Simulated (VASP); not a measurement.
Bi3F: single point with PBE

Crystal: Bi3F.

```
CELL_PARAMETERS angstrom
1.90404 -2.60190 0.00000
1.90404 2.60190 0.00000
0.00000 0.00000 10.54309
ATOMIC_POSITIONS crystal
Bi 0.50000 0.50000 0.74271
Bi 0.00000 0.00000 0.50000
Bi 0.50000 0.50000 0.25729
F 0.00000 0.00000 0.00000
```

* Program: VASP 6.6.1
* Task: single point
* Functional: PBE
* Potentials or basis: VASP PAW PBE potentials, release 64 (Bi_d, F)
* Cutoff: 520 eV
* k mesh: 6 × 6 × 2
* Occupations: gaussian, width 0.1 eV
* Spin: no spin polarisation

| Item | Value |
| --- | --- |
| Pressure | 5.5 GPa |
| Largest force | 2.212 eV/Å |
| Band gap on the k mesh | zero (band 26 reaches 10.25 eV, above the bottom of band 27 at 5.17 eV) |

Forces in eV/Å, atoms in the order of the input:
```
Bi   0.000  0.000  2.212
Bi   0.000  0.000  0.000
Bi   0.000  0.000 -2.212
F    0.000  0.000  0.000
```

Stress tensor (GPa, compression positive):
```
 7.89  0.00  0.00
 0.00 10.10  0.00
 0.00  0.00 -1.52
```

Levels at points of the mesh, in eV from the Fermi level:
```tsv
k point	band 24	band 25	band 26	band 27	band 28	band 29
(0.00, 0.00, 0.00)	-0.26	2.31	4.05	4.14	4.29	5.38
(0.50, 0.00, 0.00)	-1.34	-0.40	-0.29	0.97	2.12	3.76
(0.50, 0.50, 0.00)	-1.40	-1.07	-0.93	-0.47	-0.43	1.08
(0.00, 0.00, 0.50)	0.56	2.30	3.48	4.05	4.18	5.38
(0.50, 0.00, 0.50)	-1.06	-0.41	0.25	0.71	1.90	3.71
(0.50, 0.50, 0.50)	-1.24	-1.17	-1.11	-0.75	-0.22	1.32
```

It took 47 s on 1 thread of Intel(R) Xeon(R) 6975P-C (Granite Rapids), with other jobs on the host, peak memory 0.23 GiB.

Caveat: spin-orbit coupling is left out, which moves the levels of the heavy elements; forces of over 1 eV/Å act on the atoms, so gaps and moduli don't describe the material at rest.
